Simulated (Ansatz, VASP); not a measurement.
NaY3: VASP beside Ansatz

```
CELL_PARAMETERS angstrom
-2.48339 2.48339 5.61084
2.48339 -2.48339 5.61084
2.48339 2.48339 -5.61084
ATOMIC_POSITIONS crystal
Y 0.50000 0.50000 0.00000
Y 0.25000 0.75000 0.50000
Y 0.75000 0.25000 0.50000
Na 0.00000 0.00000 0.00000
```

Alike in both runs: task single point; functional PBE; k mesh 8 × 8 × 8; occupations fermi-dirac, width 0.05 eV; no spin polarisation.

```csv
,VASP,Ansatz
version,VASP 6.6.1,Ansatz 0.2.0
potentials or method,"VASP PAW PBE potentials, release 64 (Y_sv, Na_pv)",Ansatz PAW
plane-wave cutoff (eV),520,420
valence electrons in the cell,40,42
```

Ansatz gave:

```
gap on the k mesh at the Fermi level (eV)                     : none
pressure (GPa)                                                : -1.7
traceless stress, the component that is largest in VASP (GPa) : -0.35
```

Problem. What did VASP give for the same quantities?

Solution. gap on the k mesh at the Fermi level (eV): none; pressure (GPa): -1.7; traceless stress, the component that is largest in VASP (GPa): -0.36.

A gap of «none» marks a metal or a gap that the smearing closes. The functional is the same, so the differences come from potentials, cutoffs and numerics. VASP's potentials hold 40 valence electrons a cell and Ansatz's 42, so a difference there can come from the potentials and not from the codes.
